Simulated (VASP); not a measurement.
# BP (F-43m) in VASP: a series of runs

BP is run at these levels: PBE; tasks: single point, relaxation of cell and atoms.

All numbers are computed with VASP 6.6.1; they aren't measurements. Logs are shortened: lines on timing, memory, paths and dates and some standing lists are left out, and cuts for length are marked.

### Step 1. The cell of the first run

It takes space group F-43m (No. 216, cubic). Conventional cell: a = 4.548 Å, b = 4.548 Å, c = 4.548 Å, α = 90.00°, β = 90.00°, γ = 90.00°. Within 2.6 Å of B (site symmetry -43m) lie 4 P at 1.97 Å. Within 2.6 Å of P (site symmetry -43m) lie 4 B at 1.97 Å.

### Step 2. Single point, PBE

INCAR reads:

```
SYSTEM = BP
  PREC = Accurate
  ENCUT = 520
  EDIFF = 1E-6
  ISMEAR = 0
  SIGMA = 0.02
  LREAL = .FALSE.
  LASPH = .TRUE.
  NELM = 60
  ALGO = Normal
  ISIF = 2
  LWAVE = .FALSE.
  LCHARG = .TRUE.
  GGA = PE
  LELF = .TRUE.
  LVHAR = .TRUE.
  NBANDS = 11
```

KPOINTS reads:

```
regular mesh
0
G
  10 10 10
  0 0 0
```

POSCAR reads:

```
BP
1.0
    0.0000000000      2.2740963968      2.2740963968
    2.2740963968      0.0000000000      2.2740963968
    2.2740963968      2.2740963968      0.0000000000
B P
1 1
Direct
    0.0000000000      0.0000000000      0.0000000000
    0.2500000000      0.2500000000      0.2500000000
```

Potentials or basis: VASP PAW PBE potentials, release 64 (B, P).

Launch:

```console
$ cat potpaw_PBE.64/B/POTCAR potpaw_PBE.64/P/POTCAR > POTCAR
$ mpirun -np 1 vasp_std > vasp.out
```

OUTCAR:

```text
SYSTEM = BP
   PREC = Accurate
   ENCUT = 520
   EDIFF = 1E-6
   ISMEAR = 0
   LREAL = .FALSE.
   LASPH = .TRUE.
   NELM = 60
   ISIF = 2
   GGA = PE

 ion  position               nearest neighbor table
   1  0.000  0.000  0.000-   2 1.97   2 1.97   2 1.97   2 1.97
   2  0.250  0.250  0.250-   1 1.97   1 1.97   1 1.97   1 1.97

  LATTYP: Found a face centered cubic cell.
 ALAT       =     4.5481927936

  Lattice vectors:

 A1 = (   0.0000000000,   2.2740963968,   2.2740963968)
 A2 = (   2.2740963968,   0.0000000000,   2.2740963968)
 A3 = (   2.2740963968,   2.2740963968,   0.0000000000)

Analysis of symmetry for initial positions (statically):
=====================================================================
 Subroutine PRICEL returns:
 Original cell was already a primitive cell.

 Routine SETGRP: Setting up the symmetry group for a
 face centered cubic supercell.

 Subroutine GETGRP returns: Found 24 space group operations
 (whereof 24 operations were pure point group operations)
 out of a pool of 48 trial point group operations.

The static configuration has the point symmetry T_d .

Analysis of symmetry for dynamics (positions and initial velocities):
=====================================================================
 Subroutine PRICEL returns:
 Original cell was already a primitive cell.

 Routine SETGRP: Setting up the symmetry group for a
 face centered cubic supercell.

 Subroutine GETGRP returns: Found 24 space group operations
 (whereof 24 operations were pure point group operations)
 out of a pool of 48 trial point group operations.

The dynamic configuration has the point symmetry T_d .

 Subroutine INISYM returns: Found 24 space group operations
 (whereof 24 operations are pure point group operations),
 and found     1 'primitive' translations

----------------------------------------------------------------------------------------

                                     Primitive cell

  volume of cell :      23.5210

  direct lattice vectors                    reciprocal lattice vectors
     0.000000000  2.274096397  2.274096397    -0.219867549  0.219867549  0.219867549
     2.274096397  0.000000000  2.274096397     0.219867549 -0.219867549  0.219867549
     2.274096397  2.274096397  0.000000000     0.219867549  0.219867549 -0.219867549

  length of vectors
     3.216057966  3.216057966  3.216057966     0.380821765  0.380821765  0.380821765

  position of ions in fractional coordinates (direct lattice)
     0.000000000  0.000000000  0.000000000
     0.250000000  0.250000000  0.250000000

[... 85 lines left out ...]
   TEBEG  =    0.0;   TEEND  =   0.0 temperature during run
   PSTRESS=    0.0 pullay stress
   NELECT =       8.0000    total number of electrons
   NUPDOWN=      -1.0000    fix difference up-down
   EMIN   =  10.00;   EMAX   =-10.00  energy-range for DOS
   EFERMI =   0.00;   METHOD = LEGACY
   ISMEAR =     0;   SIGMA  =   0.02  broadening in eV -4-tet -1-fermi 0-gaus
   EFERMI_NEDOS =   21; number of points for ismear=-14 and -15
   IALGO  =     38    algorithm
   IMIX   =      4    mixing-type and parameters
     AMIX     =   0.40;   BMIX     =  1.00
     AMIX_MAG =   1.60;   BMIX_MAG =  1.00
  volume/ion in A,a.u.               =      11.76        79.36
  Fermi-wavevector in a.u.,A,eV,Ry     =   1.142754  2.159491 17.767657  1.305886
  Thomas-Fermi vector in A             =   2.279451
   LORBIT       =      0    0 simple, 1 ext, 2 COOP (PROOUT), +10 PAW based schemes
   GGA     = PE    functional components
   LHFCALC =     F    Hartree Fock is set to
   AEXX    =    0.0000 exact exchange contribution
   IVDW    =     0    specifies the selected vdW correction
   LEPSILON=     F    determine dielectric tensor
   LRPA    =     F    only Hartree local field effects (RPA)
 non-spin polarized calculation
 Gauss-broadening in eV      SIGMA  =   0.02
  energy-cutoff  :      520.00
  volume of cell :       23.52
 maximum number of plane-waves:       644
   NGX = 11   NGY = 11   NGZ = 11

 number of electron       8.0000000 magnetization

 Free energy of the ion-electron system (eV)
  ---------------------------------------------------
  ext. energy  EPLUGINS =         0.00000000
  ---------------------------------------------------
  free energy    TOTEN  =       -12.93090004 eV

  energy without entropy =      -12.93090004  energy(sigma->0) =      -12.93090004

 E-fermi :   7.4769     XC(G=0): -10.8783

 val. band max:        7.3533446066   @ k =   0.0000   0.0000   0.0000
 cond. band min:       8.6017917096   @ k =   0.4000   0.4000   0.0000
 fundamental gap:      1.2484471030
 Fermi energy:         7.4768891269

 k-point     1 :       0.0000    0.0000    0.0000
  band No.  band energies     occupation
      1      -8.0471      2.00000
      2       7.3533      2.00000
      3       7.3533      2.00000
      4       7.3533      2.00000
      5      10.7443      0.00000
      6      10.7443      0.00000
      7      10.7443      0.00000
      8      14.6253      0.00000
      9      18.8210      0.00000
     10      19.4630      0.00000
     11      19.4630      0.00000
[... 309 lines left out ...]
 k-point    24 :       0.4000    0.3000    0.0000
  band No.  band energies     occupation
      1      -5.1253      2.00000
      2       1.2078      2.00000
      3       3.3300      2.00000
      4       3.8592      2.00000
      5       9.1702      0.00000
      6      10.9784      0.00000
      7      16.7833      0.00000
      8      16.7985      0.00000
      9      21.2755      0.00000
     10      22.5771      0.00000
     11      24.3159      0.00000

 [... further k-points ...]

------------------------ aborting loop because EDIFF is reached ----------------------------------------

  FORCE on cell =-STRESS in cart. coord.  units (eV):
  Direction    XX          YY          ZZ          XY          YZ          ZX
  --------------------------------------------------------------------------------------
  -------------------------------------------------------------------------------------
  Total       -0.0297034     -0.0297034     -0.0297034      0.0000000     -0.0000000      0.0000000
  in kB       -2.0233010     -2.0233010     -2.0233010      0.0000000     -0.0000000      0.0000000
  external PRESSURE =      -2.0233010 kB  Pullay stress =       0.0000000 kB

 VOLUME and BASIS-vectors are now :
 -----------------------------------------------------------------------------
  energy-cutoff  :      520.00
  volume of cell :       23.52
      direct lattice vectors                 reciprocal lattice vectors
     0.000000000  2.274096397  2.274096397    -0.219867549  0.219867549  0.219867549
     2.274096397  0.000000000  2.274096397     0.219867549 -0.219867549  0.219867549
     2.274096397  2.274096397  0.000000000     0.219867549  0.219867549 -0.219867549

 POSITION                                       TOTAL-FORCE (eV/Angst)
 -----------------------------------------------------------------------------------
      0.00000      0.00000      0.00000         0.000000      0.000000      0.000000
      1.13705      1.13705      1.13705        -0.000000     -0.000000     -0.000000
 -----------------------------------------------------------------------------------
    total drift:                                0.000000      0.000000      0.000000

  FREE ENERGIE OF THE ION-ELECTRON SYSTEM (eV)
  ---------------------------------------------------
  free  energy   TOTEN  =       -12.9309000385 eV

  energy  without entropy=      -12.9309000385  energy(sigma->0) =      -12.93090004
```

Run time: 6 s. Hardware: 1 thread of AMD EPYC 9R45 (Zen 5), shared host; peak memory 0.11 GiB.

Results:

| Property | Result |
| --- | --- |
| Free energy | -12.9309 eV |
| Pressure | -0.2 GPa |
| Band gap on the k mesh | 1.25 eV, indirect (least direct gap 3.39 eV) |

A k mesh can miss the band edges. A hybrid or GW would open this gap; PBE tends to underestimate it.

### Step 3. Relaxation of cell and atoms, PBE

This run uses another cell than the first one, of 11.64 Å³/atom, 0.989 times its volume.

INCAR reads:

```
PREC = Accurate ; ENCUT = 600
EDIFF = 1E-6 ; ISMEAR = 0
SIGMA = 0.02 ; LREAL = F
LASPH = T ; NELM = 60
ALGO = Normal ; ISIF = 3
LWAVE = F ; LCHARG = F
GGA = PE ; IBRION = 2
NSW = 100 ; EDIFFG = -0.005
```

KPOINTS reads:

```
Automatic mesh
0
Gamma
  10 10 10
```

POSCAR reads:

```
BP
1.0
    0.0000000000      2.2660723845      2.2660723845
    2.2660723845      0.0000000000      2.2660723845
    2.2660723845      2.2660723845      0.0000000000
B P
1 1
Direct
    0.0000000000      0.0000000000      0.0000000000
    0.2500000000      0.2500000000      0.2500000000
```

Potentials or basis: VASP PAW PBE potentials, release 64 (B, P).

Launch:

```console
$ cat potpaw_PBE.64/B/POTCAR potpaw_PBE.64/P/POTCAR > POTCAR
$ mpirun -np 1 vasp_std > vasp.out
```

It took 12 s on 1 thread of AMD EPYC 9R45 (Zen 5), shared host; peak memory 0.12 GiB.

The run converged. Its results:

```
Free energy                            : -12.9324 eV
Relaxed volume                         : 11.75 Å³/atom
Relaxed cell                           : a = 3.215 Å, b = 3.215 Å, c = 3.215 Å, α = 60.00°, β = 60.00°, γ = 60.00°
Space group after relaxing (to 0.05 Å) : F-43m (No. 216)
Energy gained by relaxing              : 0.5 meV/atom
Ionic steps                            : 3
Pressure after relaxing                : 0.0 GPa
Band gap on the k mesh                 : 1.25 eV, indirect (least direct gap 3.39 eV)
```

Step by step:
| step | energy change (eV) | largest force (eV/Å) | pressure (GPa) | volume (Å³) |
| --- | --- | --- | --- | --- |
| 1 | 0.0000 | 0.0000 | 1.54 | 23.27 |
| 2 | -0.0005 | 0.0000 | -1.09 | 23.65 |
| 3 | -0.0010 | 0.0000 | 0.01 | 23.49 |

Final structure:
```
B P
1.0
     0.00000    2.27313    2.27313
     2.27313    0.00000    2.27313
     2.27313    2.27313    0.00000
B P
1 1
Direct
  0.00000 0.00000 0.00000
  0.25000 0.25000 0.25000
```

Levels at points of the mesh, in eV from the valence-band top:
```csv
k point,band 2,band 3,band 4,band 5,band 6,band 7
"(0.00, 0.00, 0.00)",0.00,0.00,0.00,3.39,3.39,3.39
"(0.50, 0.00, 0.00)",-8.99,-1.75,-1.75,3.75,4.71,4.71
"(0.50, 0.50, 0.00)",-8.55,-4.09,-4.09,1.34,1.66,12.07
```

A k mesh can miss the band edges. A hybrid or GW would open this gap; PBE tends to underestimate it.

### Step 4. Single point, PBE

INCAR reads:

```
SYSTEM = BP
  PREC = Accurate
  ENCUT = 520
  EDIFF = 1E-6
  ISMEAR = 0
  SIGMA = 0.02
  LREAL = .FALSE.
  LASPH = .TRUE.
  NELM = 60
  ALGO = Normal
  ISIF = 2
  LWAVE = .FALSE.
  LCHARG = .TRUE.
  GGA = PE
  LELF = .TRUE.
  LVHAR = .TRUE.
  NBANDS = 11
```

KPOINTS reads:

```
regular mesh
0
G
  10 10 10
  0 0 0
```

POSCAR reads:

```
BP
1.0
    0.0000000000      2.2740963337      2.2740963337
    2.2740963337      0.0000000000      2.2740963337
    2.2740963337      2.2740963337      0.0000000000
B P
1 1
Direct
    0.0000000000      0.0000000000      0.0000000000
    0.2500000000      0.2500000000      0.2500000000
```

Potentials or basis: VASP PAW PBE potentials, release 64 (B, P).

Launch:

```console
$ cat potpaw_PBE.64/B/POTCAR potpaw_PBE.64/P/POTCAR > POTCAR
$ mpirun -np 1 vasp_std > vasp.out
```

OUTCAR:

```text
SYSTEM = BP
   PREC = Accurate
   ENCUT = 520
   EDIFF = 1E-6
   ISMEAR = 0
   LREAL = .FALSE.
   LASPH = .TRUE.
   NELM = 60
   ISIF = 2
   GGA = PE

 ion  position               nearest neighbor table
   1  0.000  0.000  0.000-   2 1.97   2 1.97   2 1.97   2 1.97
   2  0.250  0.250  0.250-   1 1.97   1 1.97   1 1.97   1 1.97

  LATTYP: Found a face centered cubic cell.
 ALAT       =     4.5481926674

  Lattice vectors:

 A1 = (   0.0000000000,   2.2740963337,   2.2740963337)
 A2 = (   2.2740963337,   0.0000000000,   2.2740963337)
 A3 = (   2.2740963337,   2.2740963337,   0.0000000000)

Analysis of symmetry for initial positions (statically):
=====================================================================
 Subroutine PRICEL returns:
 Original cell was already a primitive cell.

 Routine SETGRP: Setting up the symmetry group for a
 face centered cubic supercell.

 Subroutine GETGRP returns: Found 24 space group operations
 (whereof 24 operations were pure point group operations)
 out of a pool of 48 trial point group operations.

The static configuration has the point symmetry T_d .

Analysis of symmetry for dynamics (positions and initial velocities):
[... 171 lines left out ...]
      4       7.3533      2.00000
      5      10.7443      0.00000
      6      10.7443      0.00000
      7      10.7443      0.00000
      8      14.6253      0.00000
      9      18.8210      0.00000
     10      19.4630      0.00000
     11      19.4630      0.00000
[... 309 lines left out ...]
 k-point    24 :       0.4000    0.3000    0.0000
  band No.  band energies     occupation
      1      -5.1253      2.00000
      2       1.2078      2.00000
      3       3.3300      2.00000
      4       3.8592      2.00000
      5       9.1702      0.00000
      6      10.9784      0.00000
      7      16.7833      0.00000
      8      16.7985      0.00000
      9      21.2755      0.00000
     10      22.5771      0.00000
     11      24.3159      0.00000

 [... further k-points ...]

------------------------ aborting loop because EDIFF is reached ----------------------------------------

  FORCE on cell =-STRESS in cart. coord.  units (eV):
  Direction    XX          YY          ZZ          XY          YZ          ZX
  --------------------------------------------------------------------------------------
  -------------------------------------------------------------------------------------
  Total       -0.0297014     -0.0297014     -0.0297014      0.0000000      0.0000000      0.0000000
  in kB       -2.0231666     -2.0231666     -2.0231666      0.0000000      0.0000000      0.0000000
  external PRESSURE =      -2.0231666 kB  Pullay stress =       0.0000000 kB

 VOLUME and BASIS-vectors are now :
 -----------------------------------------------------------------------------
  energy-cutoff  :      520.00
  volume of cell :       23.52
      direct lattice vectors                 reciprocal lattice vectors
     0.000000000  2.274096334  2.274096334    -0.219867555  0.219867555  0.219867555
     2.274096334  0.000000000  2.274096334     0.219867555 -0.219867555  0.219867555
     2.274096334  2.274096334  0.000000000     0.219867555  0.219867555 -0.219867555

 POSITION                                       TOTAL-FORCE (eV/Angst)
 -----------------------------------------------------------------------------------
      0.00000      0.00000      0.00000         0.000000     -0.000000     -0.000000
      1.13705      1.13705      1.13705        -0.000000      0.000000      0.000000
 -----------------------------------------------------------------------------------
    total drift:                                0.000000      0.000000      0.000000

  FREE ENERGIE OF THE ION-ELECTRON SYSTEM (eV)
  ---------------------------------------------------
  free  energy   TOTEN  =       -12.9309000411 eV

  energy  without entropy=      -12.9309000411  energy(sigma->0) =      -12.93090004
```

stdout:

```text
POSCAR found type information on POSCAR B P
 POSCAR found :  2 types and       2 ions
 scaLAPACK will be used
 LDA part: xc-table for (Slater+PW92), standard interpolation
 POSCAR, INCAR and KPOINTS ok, starting setup
 FFT: planning ... GRIDC
 FFT: planning ... GRID_SOFT
 FFT: planning ... GRID
 WAVECAR not read
 entering main loop
```

It took 11 s on 1 thread of AMD EPYC 7R43 (Zen 3), shared host; peak memory 0.1 GiB.

Results:

- Free energy: -12.9309 eV
- Pressure: -0.2 GPa
- Band gap on the k mesh: 1.25 eV, indirect (least direct gap 3.39 eV)

A k mesh can miss the band edges. PBE gaps usually lie below the measured ones, often by a third to a half.
